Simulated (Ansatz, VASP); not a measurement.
**GeS: VASP beside Ansatz**

File INCAR:

```
SYSTEM = GeS
PREC = Accurate ; ENCUT = 500
EDIFF = 1E-6 ; ISMEAR = 0
SIGMA = 0.01 ; LREAL = .False.
LASPH = .True. ; NELM = 120
ALGO = Normal ; ISIF = 2
LWAVE = .False. ; LCHARG = .False.
GGA = PE ; NBANDS = 50
GGA_COMPAT = .False.
```

KPOINTS

```
regular mesh
0
Gamma
  4 8 6
  0 0 0
```

The input POSCAR:

```
GeS
1.0
   10.6078062897      0.0000000000      0.0000000000
    0.0000000000      3.6081034440      0.0000000000
    0.0000000000      0.0000000000      4.4223353053
Ge S
4 4
Direct
    0.1250788523      0.2500000000      0.1282278075
    0.3749211477      0.7500000000      0.6282278075
    0.6250788523      0.2500000000      0.3717721925
    0.8749211477      0.7500000000      0.8717721925
    0.8472275837      0.2500000000      0.5118733852
    0.6527724163      0.7500000000      0.0118733852
    0.3472275837      0.2500000000      0.9881266148
    0.1527724163      0.7500000000      0.4881266148
```

Input for Ansatz:

```yaml
crystal:
  lattice:
    - [10.6078062897, 0.0, 0.0]
    - [0.0, 3.608103444, 0.0]
    - [0.0, 0.0, 4.4223353053]
  atoms:
    - { symbol: Ge, position: [0.1250788523, 0.25, 0.1282278075] }
    - { symbol: Ge, position: [0.3749211477, 0.75, 0.6282278075] }
    - { symbol: Ge, position: [0.6250788523, 0.25, 0.3717721925] }
    - { symbol: Ge, position: [0.8749211477, 0.75, 0.8717721925] }
    - { symbol: S, position: [0.8472275837, 0.25, 0.5118733852] }
    - { symbol: S, position: [0.6527724163, 0.75, 0.0118733852] }
    - { symbol: S, position: [0.3472275837, 0.25, 0.9881266148] }
    - { symbol: S, position: [0.1527724163, 0.75, 0.4881266148] }
kpoints:
  mp_grid: { grid: [4, 8, 6] }
  band_path:
    path:
      - [0.0, 0.0, 0.0]
      - [0.5, 0.0, 0.0]
      - [0.5, 0.5, 0.0]
      - [0.0, 0.5, 0.0]
      - [0.0, 0.0, 0.5]
      - [0.5, 0.0, 0.5]
      - [0.5, 0.5, 0.5]
      - [0.0, 0.5, 0.5]
    npoints: 1
hamiltonian:
  xc: pbe
scf:
  occupations: { method: fixed }
  n_extra_bands: 6
output:
  forces: true
  stress: true
  eigenvalues: true
```

Alike in both runs: task single point; functional PBE; k mesh 4 × 8 × 6; no spin polarisation.

|  | VASP | Ansatz |
| --- | --- | --- |
| version | VASP 6.6.1 | Ansatz 0.2.0 |
| potentials or method | VASP PAW PBE potentials, release 64 (Ge_d, S) | plane waves, PAW |
| plane-wave cutoff (eV) | 500 | 420 |
| occupations | gaussian, width 0.01 eV | fixed |
| valence electrons in the cell | 80 | 80 |

```tsv
	VASP	Ansatz	Ansatz less VASP
gap on the k mesh at the Fermi level (eV)	1.10	1.10	+0.004
pressure (GPa)	2.3	2.4	+0.10
traceless stress, the component that is largest in VASP (GPa)	0.31	0.34	+0.028
rms of the force components (eV/Å)	0.142	0.140	-0.0019
```

Atom by atom the forces differ by 0.003 eV/Å (rms over components).
